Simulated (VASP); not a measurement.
# KCl (Pm-3m) in VASP: further runs

The runs below take KCl through single point, with r2SCAN.

All numbers are computed with VASP 6.6.1; they aren't measurements. Logs are shortened: lines on timing, memory, paths and dates and some standing lists are left out, and cuts for length are marked.

### Step 1. The cell of the first run

The structure is cubic, space group Pm-3m (No. 221). Conventional cell: a = 3.808 Å, b = 3.808 Å, c = 3.808 Å, α = 90.00°, β = 90.00°, γ = 90.00°. Within 4.3 Å of K (site symmetry m-3m) lie 8 Cl at 3.30 Å and 6 K at 3.81 Å. Cl (site symmetry m-3m) has 8 K at 3.30 Å and 6 Cl at 3.81 Å within 4.3 Å.

### Step 2. Single point, r2SCAN (volume scaled by 1.03)

POSCAR

```
KCl
1.0
    3.8077924452      0.0000000000      0.0000000000
    0.0000000000      3.8077924452      0.0000000000
    0.0000000000      0.0000000000      3.8077924452
K Cl
1 1
Direct
    0.0000000000      0.0000000000      0.0000000000
    0.5000000000      0.5000000000      0.5000000000
```

INCAR.step1

```
  ALGO = Normal
  EDIFF = 1E-4
  ENCUT = 520
  GGA = PE
  ISMEAR = 0
  LASPH = True
  LCHARG = False
  LREAL = False
  LWAVE = True
  NBANDS = 15
  NELM = 60
  PREC = Accurate
  SIGMA = 0.02
```

INCAR.step2

```
  ALGO = Normal
  EDIFF = 1E-6
  ENCUT = 520
  ISIF = 2
  ISMEAR = 0
  ISTART = 1
  LASPH = True
  LCHARG = False
  LMIXTAU = True
  LREAL = False
  LWAVE = False
  METAGGA = R2SCAN
  NBANDS = 15
  NELM = 60
  PREC = Accurate
  SIGMA = 0.02
```

KPOINTS

```
k-points
0
Gamma
  6 6 6
```

Potentials or basis: VASP PAW PBE potentials, release 64 (K_sv, Cl).

The run is started by

```
> cat potpaw_PBE.64/K_sv/POTCAR potpaw_PBE.64/Cl/POTCAR > POTCAR
> cp INCAR.step1 INCAR
> mpirun -np 1 vasp_std > vasp.out
> cp INCAR.step2 INCAR
> mpirun -np 1 vasp_std > vasp.out
```

OUTCAR:

```text
EDIFF = 1E-6
   ENCUT = 520
   ISIF = 2
   ISMEAR = 0
   ISTART = 1
   LASPH = True
   LREAL = False
   METAGGA = R2SCAN
   NELM = 60
   PREC = Accurate

 ion  position               nearest neighbor table
   1  0.000  0.000  0.000-
   2  0.500  0.500  0.500-

  LATTYP: Found a simple cubic cell.
 ALAT       =     3.8077924452

  Lattice vectors:

 A1 = (   3.8077924452,   0.0000000000,   0.0000000000)
 A2 = (   0.0000000000,   3.8077924452,   0.0000000000)
 A3 = (   0.0000000000,   0.0000000000,   3.8077924452)

Analysis of symmetry for initial positions (statically):
=====================================================================
 Subroutine PRICEL returns:
 Original cell was already a primitive cell.

 Routine SETGRP: Setting up the symmetry group for a
 simple cubic supercell.

 Subroutine GETGRP returns: Found 48 space group operations
 (whereof 48 operations were pure point group operations)
 out of a pool of 48 trial point group operations.

The static configuration has the point symmetry O_h .

Analysis of symmetry for dynamics (positions and initial velocities):
=====================================================================
 Subroutine PRICEL returns:
 Original cell was already a primitive cell.

 Routine SETGRP: Setting up the symmetry group for a
 simple cubic supercell.

 Subroutine GETGRP returns: Found 48 space group operations
 (whereof 48 operations were pure point group operations)
 out of a pool of 48 trial point group operations.

The dynamic configuration has the point symmetry O_h .

 Subroutine INISYM returns: Found 48 space group operations
 (whereof 48 operations are pure point group operations),
 and found     1 'primitive' translations

----------------------------------------------------------------------------------------

                                     Primitive cell

  volume of cell :      55.2103

  direct lattice vectors                    reciprocal lattice vectors
     3.807792445  0.000000000  0.000000000     0.262619356  0.000000000  0.000000000
     0.000000000  3.807792445  0.000000000     0.000000000  0.262619356  0.000000000
     0.000000000  0.000000000  3.807792445     0.000000000  0.000000000  0.262619356

  length of vectors
     3.807792445  3.807792445  3.807792445     0.262619356  0.262619356  0.262619356

  position of ions in fractional coordinates (direct lattice)
     0.000000000  0.000000000  0.000000000
     0.500000000  0.500000000  0.500000000

  ion indices of the primitive-cell ions
   primitive index   ion index
                 1           1
                 2           2

----------------------------------------------------------------------------------------

 KPOINTS: k-points

Automatic generation of k-mesh.
 Grid dimensions read from file:
 generate k-points for:    6    6    6

 Generating k-lattice:

  Cartesian coordinates                     Fractional coordinates (reciprocal lattice)
     0.043769893  0.000000000  0.000000000     0.166666667  0.000000000  0.000000000
     0.000000000  0.043769893  0.000000000     0.000000000  0.166666667  0.000000000
     0.000000000  0.000000000  0.043769893     0.000000000  0.000000000  0.166666667

  Length of vectors
     0.043769893  0.043769893  0.043769893

  Shift w.r.t. Gamma in fractional coordinates (k-lattice)
     0.000000000  0.000000000  0.000000000

 Subroutine IBZKPT returns following result:
 ===========================================

 Found     20 irreducible k-points:

 Following reciprocal coordinates:
            Coordinates               Weight
  0.000000  0.000000  0.000000      1.000000
  0.166667  0.000000  0.000000      6.000000
  0.333333  0.000000  0.000000      6.000000
  0.500000  0.000000  0.000000      3.000000
  0.166667  0.166667  0.000000     12.000000
  0.333333  0.166667  0.000000     24.000000
[... 12 lines left out ...]
  0.500000  0.500000  0.333333      6.000000
  0.500000  0.500000  0.500000      1.000000
   k-points           NKPTS =     20   k-points in BZ     NKDIM =     20   number of bands    NBANDS=     15
   number of dos      NEDOS =    301   number of ions     NIONS =      2
   total plane-waves  NPLWV =  21952
   dimension x,y,z NGX =    28 NGY =   28 NGZ =   28
   dimension x,y,z NGXF=    56 NGYF=   56 NGZF=   56
   ions per type =               1   1
   NGX,Y,Z   is equivalent  to a cutoff of  12.22, 12.22, 12.22 a.u.
   NGXF,Y,Z  is equivalent  to a cutoff of  24.45, 24.45, 24.45 a.u.
 SYSTEM =  unknown system
   PREC   = accura    normal or accurate (medium, high low for compatibility)
   ISTART =      1    job   : 0-new  1-cont  2-samecut
   ICHARG =      0    charge: 1-file 2-atom 10-const
   ISPIN  =      1    spin polarized calculation?
   LNONCOLLINEAR =      F non collinear calculations
   LSORBIT =      F    spin-orbit coupling
   LASPH  =      T    aspherical Exc in radial PAW
   ENCUT  =  520.0 eV  38.22 Ry    6.18 a.u.   7.08  7.08  7.08*2*pi/ulx,y,z
   NELM   =     60;   NELMIN=  2; NELMDL=  0     # of ELM steps
   EDIFF  = 0.1E-05   stopping-criterion for ELM
   LREAL  =      F    real-space projection
   EDIFFG = 0.1E-04   stopping-criterion for IOM
   NSW    =      0    number of steps for IOM
   IBRION =     -1    ionic relax: 0-MD 1-quasi-New 2-CG
   NFREE  =      0    steps in history (QN), initial steepest desc. (CG)
   ISIF   =      2    stress and relaxation
   ISYM   =      2    0-nonsym 1-usesym 2-fastsym
   POTIM  = 0.5000    time-step for ionic-motion
   TEBEG  =    0.0;   TEEND  =   0.0 temperature during run
   PSTRESS=    0.0 pullay stress
   NELECT =      16.0000    total number of electrons
   NUPDOWN=      -1.0000    fix difference up-down
   EMIN   =  10.00;   EMAX   =-10.00  energy-range for DOS
   EFERMI =   0.00;   METHOD = LEGACY
   ISMEAR =     0;   SIGMA  =   0.02  broadening in eV -4-tet -1-fermi 0-gaus
   EFERMI_NEDOS =   21; number of points for ismear=-14 and -15
   IALGO  =     38    algorithm
   IMIX   =      4    mixing-type and parameters
     AMIX     =   0.40;   BMIX     =  1.00
     AMIX_MAG =   1.60;   BMIX_MAG =  1.00
  volume/ion in A,a.u.               =      27.61       186.29
  Fermi-wavevector in a.u.,A,eV,Ry     =   1.083365  2.047263 15.968889  1.173680
  Thomas-Fermi vector in A             =   2.219429
   LORBIT       =      0    0 simple, 1 ext, 2 COOP (PROOUT), +10 PAW based schemes
   METAGGA = R2SCAN    functional components
   LHFCALC =     F    Hartree Fock is set to
   AEXX    =    0.0000 exact exchange contribution
   IVDW    =     0    specifies the selected vdW correction
   LEPSILON=     F    determine dielectric tensor
   LRPA    =     F    only Hartree local field effects (RPA)
 non-spin polarized calculation
 Gauss-broadening in eV      SIGMA  =   0.02
  energy-cutoff  :      520.00
  volume of cell :       55.21
 maximum number of plane-waves:      1503
   NGX = 15   NGY = 15   NGZ = 15

 number of electron      16.0000008 magnetization

 Free energy of the ion-electron system (eV)
  ---------------------------------------------------
  ext. energy  EPLUGINS =         0.00000000
  ---------------------------------------------------
  free energy    TOTEN  =       -16.40471564 eV

  energy without entropy =      -16.40471564  energy(sigma->0) =      -16.40471564

 E-fermi :  -1.0239     XC(G=0):  -8.5960

 val. band max:       -1.1086176590   @ k =   0.5000   0.5000   0.0000
 cond. band min:       4.5603800280   @ k =   0.0000   0.0000   0.0000
 fundamental gap:      5.6689976870
 Fermi energy:        -1.0239225445

 k-point     1 :       0.0000    0.0000    0.0000
  band No.  band energies     occupation
      1     -30.2419      2.00000
      2     -14.2846      2.00000
      3     -12.8563      2.00000
      4     -12.8563      2.00000
      5     -12.8563      2.00000
      6      -1.3192      2.00000
      7      -1.3192      2.00000
      8      -1.3192      2.00000
      9       4.5604      0.00000
     10       6.0141      0.00000
     11       6.0141      0.00000
     12      10.4208      0.00000
     13      10.4208      0.00000
     14      10.4208      0.00000
     15      13.3942      0.00000

 k-point     2 :       0.1667    0.0000    0.0000
  band No.  band energies     occupation
      1     -30.2368      2.00000
      2     -14.3190      2.00000
      3     -12.8481      2.00000
      4     -12.8481      2.00000
      5     -12.8291      2.00000
      6      -1.8043      2.00000
      7      -1.3210      2.00000
      8      -1.3210      2.00000
      9       5.1805      0.00000
     10       6.2495      0.00000
     11       6.5945      0.00000
     12      10.3217      0.00000
     13      10.3217      0.00000
     14      10.5591      0.00000
     15      12.3858      0.00000

 k-point     3 :       0.3333    0.0000    0.0000
  band No.  band energies     occupation
      1     -30.2265      2.00000
      2     -14.3920      2.00000
      3     -12.8318      2.00000
      4     -12.8318      2.00000
      5     -12.7651      2.00000
      6      -2.5919      2.00000
      7      -1.3253      2.00000
      8      -1.3253      2.00000
      9       6.4839      0.00000
     10       6.8917      0.00000
     11       7.7282      0.00000
     12      10.2481      0.00000
     13      10.2481      0.00000
     14      10.6760      0.00000
     15      10.8815      0.00000

 k-point     4 :       0.5000    0.0000    0.0000
  band No.  band energies     occupation
      1     -30.2214      2.00000
      2     -14.4301      2.00000
      3     -12.8235      2.00000
      4     -12.8235      2.00000
      5     -12.7285      2.00000
      6      -2.9298      2.00000
      7      -1.3280      2.00000
      8      -1.3280      2.00000
      9       7.4337      0.00000
     10       7.4704      0.00000
     11       8.0427      0.00000
     12       9.7189      0.00000
     13      10.3054      0.00000
     14      10.3054      0.00000
     15      11.0761      0.00000
[... 235 lines left out ...]
 k-point    18 :       0.5000    0.3333    0.3333
  band No.  band energies     occupation
      1     -30.1935      2.00000
      2     -13.9543      2.00000
      3     -13.0218      2.00000
      4     -12.9952      2.00000
      5     -12.9815      2.00000
      6      -2.4673      2.00000
      7      -2.2336      2.00000
      8      -2.1165      2.00000
      9       7.5019      0.00000
     10       8.0349      0.00000
     11       8.3066      0.00000
     12       9.5100      0.00000
     13       9.5503      0.00000
     14       9.9047      0.00000
     15      12.1665      0.00000

 k-point    19 :       0.5000    0.5000    0.3333
  band No.  band energies     occupation
      1     -30.1890      2.00000
      2     -13.8845      2.00000
      3     -13.0476      2.00000
      4     -13.0476      2.00000
      5     -12.9759      2.00000
      6      -2.4564      2.00000
      7      -2.4564      2.00000
      8      -2.1905      2.00000
      9       7.5166      0.00000
     10       8.4305      0.00000
     11       8.4305      0.00000
     12       9.0567      0.00000
     13      10.1262      0.00000
     14      10.1262      0.00000
     15      12.0226      0.00000

 k-point    20 :       0.5000    0.5000    0.5000
  band No.  band energies     occupation
      1     -30.1844      2.00000
      2     -13.8453      2.00000
      3     -13.0332      2.00000
      4     -13.0332      2.00000
      5     -13.0332      2.00000
      6      -2.4895      2.00000
      7      -2.4895      2.00000
      8      -2.4895      2.00000
      9       8.4626      0.00000
     10       8.4626      0.00000
     11       8.4626      0.00000
     12       9.7224      0.00000
     13       9.7224      0.00000
     14       9.7224      0.00000
     15      12.0514      0.00000

------------------------ aborting loop because EDIFF is reached ----------------------------------------

  FORCE on cell =-STRESS in cart. coord.  units (eV):
  Direction    XX          YY          ZZ          XY          YZ          ZX
  --------------------------------------------------------------------------------------
  -------------------------------------------------------------------------------------
  Total       -0.2289951     -0.2289951     -0.2289951      0.0000000     -0.0000000      0.0000000
  in kB       -6.6453358     -6.6453358     -6.6453358      0.0000000     -0.0000000      0.0000000
  external PRESSURE =      -6.6453358 kB  Pullay stress =       0.0000000 kB

 VOLUME and BASIS-vectors are now :
 -----------------------------------------------------------------------------
  energy-cutoff  :      520.00
  volume of cell :       55.21
      direct lattice vectors                 reciprocal lattice vectors
     3.807792445  0.000000000  0.000000000     0.262619356  0.000000000  0.000000000
     0.000000000  3.807792445  0.000000000     0.000000000  0.262619356  0.000000000
     0.000000000  0.000000000  3.807792445     0.000000000  0.000000000  0.262619356

 POSITION                                       TOTAL-FORCE (eV/Angst)
 -----------------------------------------------------------------------------------
      0.00000      0.00000      0.00000         0.000000      0.000000      0.000000
      1.90390      1.90390      1.90390         0.000000      0.000000      0.000000
 -----------------------------------------------------------------------------------
    total drift:                               -0.000000      0.000000      0.000000

  FREE ENERGIE OF THE ION-ELECTRON SYSTEM (eV)
  ---------------------------------------------------
  free  energy   TOTEN  =       -16.4047156375 eV

  energy  without entropy=      -16.4047156375  energy(sigma->0) =      -16.40471564
```

It took 40 s on 1 thread of Intel Xeon Platinum 8488C (Sapphire Rapids), shared host; peak memory 0.16 GiB.

Results:

```
Free energy            : -16.4047 eV
Pressure               : -0.7 GPa
Band gap on the k mesh : 5.67 eV, indirect (least direct gap 5.88 eV)
```

Levels at points of the mesh, in eV from the valence-band top:
```tsv
k point	band 5	band 6	band 7	band 8	band 9	band 10	band 11	band 12
(0.00, 0.00, 0.00)	-11.75	-0.21	-0.21	-0.21	5.67	7.12	7.12	11.53
(0.50, 0.00, 0.00)	-11.62	-1.82	-0.22	-0.22	8.54	8.58	9.15	10.83
(0.50, 0.50, 0.00)	-11.69	-1.25	-1.25	0.00	6.84	8.05	9.71	9.71
(0.50, 0.50, 0.50)	-11.92	-1.38	-1.38	-1.38	9.57	9.57	9.57	10.83
```

Caveat: the PAW data sets were made with another functional, which shifts forces and pressure a little. A k mesh can miss the band edges.

### Step 3. Single point, r2SCAN (volume scaled by 1.06)

POSCAR

```
KCl
1.0
    3.8444080803      0.0000000000      0.0000000000
    0.0000000000      3.8444080803      0.0000000000
    0.0000000000      0.0000000000      3.8444080803
K Cl
1 1
Direct
    0.0000000000      0.0000000000      0.0000000000
    0.5000000000      0.5000000000      0.5000000000
```

INCAR.step1

```
PREC = Accurate ; ENCUT = 520
ISMEAR = 0 ; SIGMA = 0.02
LREAL = False ; LASPH = True
NELM = 80 ; NBANDS = 15
GGA = PE ; ALGO = Normal
EDIFF = 1E-4 ; LWAVE = True
LCHARG = False
```

INCAR.step2

```
PREC = Accurate ; ENCUT = 520
EDIFF = 1E-6 ; ISMEAR = 0
SIGMA = 0.02 ; LREAL = False
LASPH = True ; NELM = 80
ALGO = Normal ; ISIF = 2
LWAVE = False ; LCHARG = False
METAGGA = R2SCAN ; LMIXTAU = True
NBANDS = 15 ; ISTART = 1
```

KPOINTS

```
regular mesh
0
Gamma
  6 6 6
```

Potentials or basis: VASP PAW PBE potentials, release 64 (K_sv, Cl).

The run is started by

```
> cat potpaw_PBE.64/K_sv/POTCAR potpaw_PBE.64/Cl/POTCAR > POTCAR
> cp INCAR.step1 INCAR
> mpirun -np 1 vasp_std > vasp.out
> cp INCAR.step2 INCAR
> mpirun -np 1 vasp_std > vasp.out
```

It took 47 s on 1 thread of Intel Xeon Platinum 8488C (Sapphire Rapids), shared host; peak memory 0.17 GiB.

It converged, with:

| Item | Value |
| --- | --- |
| Free energy | -16.3960 eV |
| Pressure | -1.2 GPa |
| Band gap on the k mesh | 5.54 eV, indirect (least direct gap 5.74 eV) |

Levels at points of the mesh, in eV from the valence-band top:
| k point | band 6 | band 7 | band 8 | band 9 | band 10 | band 11 |
| --- | --- | --- | --- | --- | --- | --- |
| (0.00, 0.00, 0.00) | -0.21 | -0.21 | -0.21 | 5.54 | 7.15 | 7.15 |
| (0.50, 0.00, 0.00) | -1.74 | -0.21 | -0.21 | 8.43 | 8.52 | 8.99 |
| (0.50, 0.50, 0.00) | -1.21 | -1.21 | 0.00 | 6.82 | 8.01 | 9.68 |
| (0.50, 0.50, 0.50) | -1.31 | -1.31 | -1.31 | 9.47 | 9.47 | 9.47 |

Caveat: the PAW data sets were made with another functional, which shifts forces and pressure a little.
